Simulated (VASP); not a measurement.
**C: single point with PBEsol**

C:

```
C
1.0
     2.42202    0.00000    0.00000
    -1.21101    2.09753    0.00000
     0.00000    0.00000    7.35905
C
4
Direct
  0.00000 0.00000 0.25000
  0.00000 0.00000 0.75000
  0.33333 0.66667 0.25000
  0.66667 0.33333 0.75000
```

This cell differs from its parent crystal: biaxial strain in the a-b plane: -1.5 %.

| Property | Result |
| --- | --- |
| Program | VASP 6.6.1 |
| Task | single point |
| Functional | PBEsol |
| Potentials or basis | VASP PAW PBE potentials, release 64 (C) |
| Cutoff | 520 eV |
| k mesh | 24 × 24 × 8 |
| Occupations | gaussian, width 0.1 eV |
| Spin | no spin polarisation |
| Dipole correction | no |
| Further INCAR settings | ALGO = Normal; EDIFF = 1e-06; NBANDS = 16 |

- Pressure: 13.0 GPa
- Band gap on the k mesh: zero (band 8 reaches 4.14 eV, above the bottom of band 9 at 4.13 eV)

Stress tensor (GPa, compression positive):
```
19.57  0.00  0.00
 0.00 19.57  0.00
 0.00  0.00 -0.18
```

Levels at points of the mesh, in eV from the Fermi level:
```csv
k point,band 4,band 5,band 6,band 7,band 8,band 9,band 10,band 11,band 12,band 13
"(0.00, 0.00, 0.00)",-7.39,-2.97,-2.97,-2.96,-2.96,3.27,8.24,8.65,8.65,8.67
"(0.50, 0.00, 0.00)",-13.55,-6.54,-6.52,-2.69,-2.29,1.49,1.98,7.80,7.99,10.85
"(0.00, 0.00, 0.50)",-8.03,-2.96,-2.96,-2.96,-2.96,5.27,5.27,8.66,8.66,8.66
"(0.50, 0.00, 0.50)",-13.57,-6.53,-6.53,-2.47,-2.47,1.65,1.65,7.89,7.89,12.06
```

Run time: 110 s on 1 thread of Intel(R) Xeon(R) Platinum 8375C CPU @ 2.90GHz (Ice Lake), on a shared host, peak memory 0.24 GiB.

Caveat: the cell differs from its parent crystal (biaxial strain in the a-b plane: -1.5 %); the PAW data sets were made with another functional, which shifts forces and pressure a little; this functional lacks dispersion, which binds the layers, so the pressure and a relaxed spacing across them are unreliable.
